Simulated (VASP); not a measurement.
# Sc (Fd-3m) in VASP: further runs, part 2 of 2

VASP 6.6.1.

## (3) Single point, PBEsol (27.60 Å³/atom)

This run uses another cell than the first one, of 27.60 Å³/atom.

INCAR reads:

```
  ALGO = Normal
  EDIFF = 1E-6
  ENCUT = 520
  GGA = PS
  ISIF = 2
  ISMEAR = -1
  LASPH = True
  LCHARG = True
  LELF = True
  LREAL = False
  LVHAR = True
  LWAVE = False
  NBANDS = 18
  NELM = 100
  PREC = Accurate
  SIGMA = 0.05
```

KPOINTS reads:

```
k-points
0
Gamma
  11 11 11
```

POSCAR reads:

```
Sc
1.0
    0.0000000000      3.0218988671      3.0218988671
    3.0218988671      0.0000000000      3.0218988671
    3.0218988671      3.0218988671      0.0000000000
Sc
2
Direct
   -0.1250000000     -0.1250000000     -0.1250000000
    0.1250000000      0.1250000000      0.1250000000
```

Potentials or basis: VASP PAW PBE potentials, release 64 (Sc_sv).

On the command line:

```sh
$ cat potpaw_PBE.64/Sc_sv/POTCAR > POTCAR
$ mpirun -np 1 vasp_std > vasp.out
```

OUTCAR:

```text
EDIFF = 1E-6
   ENCUT = 520
   GGA = PS
   ISIF = 2
   ISMEAR = -1
   LASPH = True
   LREAL = False
   NELM = 100
   PREC = Accurate

 ion  position               nearest neighbor table
   1  0.875  0.875  0.875-   2 2.62   2 2.62   2 2.62   2 2.62
   2  0.125  0.125  0.125-   1 2.62   1 2.62   1 2.62   1 2.62

  LATTYP: Found a face centered cubic cell.
 ALAT       =     6.0437977342

  Lattice vectors:

 A1 = (   0.0000000000,   3.0218988671,   3.0218988671)
 A2 = (   3.0218988671,   0.0000000000,   3.0218988671)
 A3 = (   3.0218988671,   3.0218988671,   0.0000000000)

Analysis of symmetry for initial positions (statically):
=====================================================================
 Subroutine PRICEL returns:
 Original cell was already a primitive cell.

 Routine SETGRP: Setting up the symmetry group for a
 face centered cubic supercell.

 Subroutine GETGRP returns: Found 48 space group operations
 (whereof 12 operations were pure point group operations)
 out of a pool of 48 trial point group operations.

The static configuration has the point symmetry D_3d.
[... 159 lines left out ...]

  energy without entropy =       -9.10098126  energy(sigma->0) =       -9.11998770

 E-fermi :   2.6910     XC(G=0):  -9.3341

 val. band max:        2.6906131820   @ k =  -0.4545   0.4545   0.0909
 cond. band min:       2.6925807814   @ k =  -0.3636   0.4545   0.1818
 fundamental gap:      0.0019675995
 Fermi energy:         2.6909654158

 k-point     1 :       0.0000    0.0000    0.0000
  band No.  band energies     occupation
      1     -46.7942      2.00000
      2     -46.3259      2.00000
      3     -25.7241      2.00000
      4     -25.7241      2.00000
      5     -25.7241      2.00000
      6     -25.0252      2.00000
[... 481 lines left out ...]
      5     -25.6791      2.00000
      6     -25.0769      2.00000
[... 10 lines left out ...]
     17       4.9901      0.00000
     18       6.4739      0.00000

 [... further k-points ...]

------------------------ aborting loop because EDIFF is reached ----------------------------------------

  FORCE on cell =-STRESS in cart. coord.  units (eV):
  Direction    XX          YY          ZZ          XY          YZ          ZX
  --------------------------------------------------------------------------------------
  -------------------------------------------------------------------------------------
  Total        0.5916206      0.5916206      0.5916206      0.0000000      0.0000000      0.0000000
  in kB       17.1744998     17.1744998     17.1744998      0.0000000      0.0000000      0.0000000
  external PRESSURE =      17.1744998 kB  Pullay stress =       0.0000000 kB

 VOLUME and BASIS-vectors are now :
 -----------------------------------------------------------------------------
  energy-cutoff  :      520.00
  volume of cell :       55.19
      direct lattice vectors                 reciprocal lattice vectors
     0.000000000  3.021898867  3.021898867    -0.165458879  0.165458879  0.165458879
     3.021898867  0.000000000  3.021898867     0.165458879 -0.165458879  0.165458879
     3.021898867  3.021898867  0.000000000     0.165458879  0.165458879 -0.165458879

 POSITION                                       TOTAL-FORCE (eV/Angst)
 -----------------------------------------------------------------------------------
      5.28832      5.28832      5.28832         0.000000     -0.000000     -0.000000
      0.75547      0.75547      0.75547        -0.000000      0.000000      0.000000
 -----------------------------------------------------------------------------------
    total drift:                                0.000000      0.000000     -0.000000

  FREE ENERGIE OF THE ION-ELECTRON SYSTEM (eV)
  ---------------------------------------------------
  free  energy   TOTEN  =        -9.1389941505 eV

  energy  without entropy=       -9.1009812587  energy(sigma->0) =       -9.11998770
```

OSZICAR:

```text
N       E                     dE             d eps       ncg     rms          rms(c)
DAV:   1     0.363796287322E+03    0.36380E+03   -0.10742E+04  2016   0.125E+03
DAV:   2     0.882098079251E+01   -0.35498E+03   -0.34819E+03  2440   0.536E+02
DAV:   3    -0.972292040838E+01   -0.18544E+02   -0.17795E+02  3236   0.152E+02
DAV:   4    -0.101019647462E+02   -0.37904E+00   -0.37406E+00  3060   0.197E+01
DAV:   5    -0.101073990929E+02   -0.54343E-02   -0.54293E-02  3302   0.249E+00    0.745E+00
DAV:   6    -0.918157557551E+01    0.92582E+00   -0.33318E+00  2826   0.166E+01    0.189E+00
DAV:   7    -0.914405740091E+01    0.37518E-01   -0.19113E-01  2972   0.356E+00    0.703E-01
DAV:   8    -0.913947158221E+01    0.45858E-02   -0.18483E-02  2394   0.176E+00    0.232E-01
DAV:   9    -0.913908543198E+01    0.38615E-03   -0.54802E-03  2778   0.792E-01    0.550E-02
DAV:  10    -0.913899266356E+01    0.92768E-04   -0.65984E-04  2822   0.249E-01    0.393E-03
DAV:  11    -0.913899495067E+01   -0.22871E-05   -0.11193E-05  3344   0.444E-02    0.443E-03
DAV:  12    -0.913899415051E+01    0.80016E-06   -0.32367E-06  2146   0.195E-02
   1 F= -.91389942E+01 E0= -.91199877E+01  d E =-.380129E-01
```

Wall time 61 s (1 thread of Intel Xeon 8259CL, shared host); peak memory 0.19 GiB.

What came out:

* Free energy: -9.1390 eV
* Pressure: 1.7 GPa
* Band gap on the k mesh: zero (bands 11 and 12 overlap by 0.76 eV)

Levels at points of the mesh, in eV from the Fermi level:
```tsv
k point	band 9	band 10	band 11	band 12	band 13	band 14
(0.00, 0.00, 0.00)	-4.34	-0.12	-0.12	0.35	0.35	0.35
```

Caveat: the PAW data sets were made with another functional, which shifts forces and pressure a little.
